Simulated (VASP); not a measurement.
PbSe (Clausthalite), 2 atoms in the cell. It takes space group Fm-3m (No. 225, cubic). Conventional cell: a = 6.112 Å, b = 6.112 Å, c = 6.112 Å, α = 90.00°, β = 90.00°, γ = 90.00°. Pb (site symmetry m-3m) has 6 Se at 3.06 Å within 4.0 Å. Se (site symmetry m-3m) has 6 Pb at 3.06 Å within 4.0 Å. 

| Quantity | Value |
| --- | --- |
| Program | VASP 6.6.1 |
| Task | single point |
| Functional | revPBE |
| Dispersion | D3(BJ) |
| Potentials or basis | VASP PAW PBE potentials, release 64 (Pb_d, Se) |
| Cutoff | 520 eV |
| k mesh | 8 × 8 × 8 |
| Occupations | fermi-dirac, width 0.05 eV |
| Spin | no spin polarisation |
| Dipole correction | no |
| Further INCAR settings | ALGO = Normal; EDIFF = 1e-07; NBANDS = 17 |

Potentials or basis: VASP PAW PBE potentials, release 64 (Pb_d, Se).

Launch:

```sh
$ cat potpaw_PBE.64/Pb_d/POTCAR potpaw_PBE.64/Se/POTCAR > POTCAR
$ mpirun -np 1 vasp_std > vasp.out
```

Hardware: 1 thread of Intel(R) Xeon(R) 6975P-C (Granite Rapids), on a shared host.

Question: Estimate the wall time of this run.

Answer: It took 10 s on 1 thread of Intel(R) Xeon(R) 6975P-C (Granite Rapids), on a shared host, peak memory 0.19 GiB. Counts: scf iterations 14, k points 29.
